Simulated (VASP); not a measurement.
CdTe, 2 atoms in the cell. It takes space group F-43m (No. 216, cubic). Conventional cell: a = 6.410 Å, b = 6.410 Å, c = 6.410 Å, α = 90.00°, β = 90.00°, γ = 90.00°. Te (site symmetry -43m) has 4 Cd at 2.78 Å within 3.7 Å. Cd (site symmetry -43m) has 4 Te at 2.78 Å within 3.7 Å. 

- Program: VASP 6.6.1
- Task: elastic constants
- Functional: PBEsol
- Potentials or basis: VASP PAW PBE potentials, release 64 (Te, Cd)
- Cutoff: 600 eV
- k mesh: 6 × 6 × 6
- Occupations: gaussian, width 0.01 eV
- Spin: no spin polarisation
- Dipole correction: no
- Ions in elastic constants: relaxed
- Further INCAR settings: ALGO = Normal; EDIFF = 1e-08; NBANDS = 16; IBRION = 6; POTIM = 0.015; NSW = 1; ISIF = 3

Potentials or basis: VASP PAW PBE potentials, release 64 (Te, Cd).

Run with:

```console
$ cat potpaw_PBE.64/Te/POTCAR potpaw_PBE.64/Cd/POTCAR > POTCAR
$ mpirun -np 1 vasp_std > vasp.out
```

Hardware: 1 thread of AMD EPYC 9R45 96-Core Processor (Zen 5), with other jobs on the host.

Estimate the wall time of this run.

Wall time 6.9 min on 1 thread of AMD EPYC 9R45 96-Core Processor (Zen 5), with other jobs on the host, peak memory 0.29 GiB. Counts: scf iterations 178, k points 16.
